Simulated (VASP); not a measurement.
Input of a VASP 6.6.1 run:

File INCAR:

```
ALGO     = Normal         # electronic algorithm
EDIFF    = 1E-6           # SCF threshold, eV
ENCUT    = 520            # plane-wave cutoff, eV
GGA      = PE             # functional
ISIF     = 2              # what is computed and relaxed
ISMEAR   = 0              # smearing method
LASPH    = True           # aspherical terms in the spheres
LCHARG   = False          # write CHGCAR
LREAL    = False          # projectors in reciprocal space
LWAVE    = False          # write WAVECAR
NBANDS   = 44             # bands
NELM     = 100            # most SCF steps
PREC     = Accurate       # precision mode
SIGMA    = 0.1            # smearing width, eV
```

KPOINTS

```
k-points
0
Gamma
  10 10 10
```

POSCAR

```
ZrTi3N4
1.0
    4.4417181304      0.0000000000      0.0000000000
    0.0000000000      4.4417181304      0.0000000000
    0.0000000000      0.0000000000      4.4417181304
Zr Ti N
1 3 4
Direct
    0.0000000000      0.0000000000      0.0000000000
    0.5000000000      0.5000000000      0.0000000000
    0.0000000000      0.5000000000      0.5000000000
    0.5000000000      0.0000000000      0.5000000000
    0.0000000000      0.0000000000      0.5000000000
    0.5000000000      0.0000000000      0.0000000000
    0.0000000000      0.5000000000      0.0000000000
    0.5000000000      0.5000000000      0.5000000000
```

Potentials or basis: VASP PAW PBE potentials, release 64 (Zr_sv, Ti_sv, N).

Launch:

```bash
$ cat potpaw_PBE.64/Zr_sv/POTCAR potpaw_PBE.64/Ti_sv/POTCAR potpaw_PBE.64/N/POTCAR > POTCAR
$ mpirun -np 1 vasp_std > vasp.out
```

(1) What does it give for the band gap on the k mesh?

(2) Predict the pressure.

## Answers

(1) zero (bands 34 and 35 overlap by 3.50 eV).

(2) -13.2 GPa.

Caveat: the cell stands under tension.
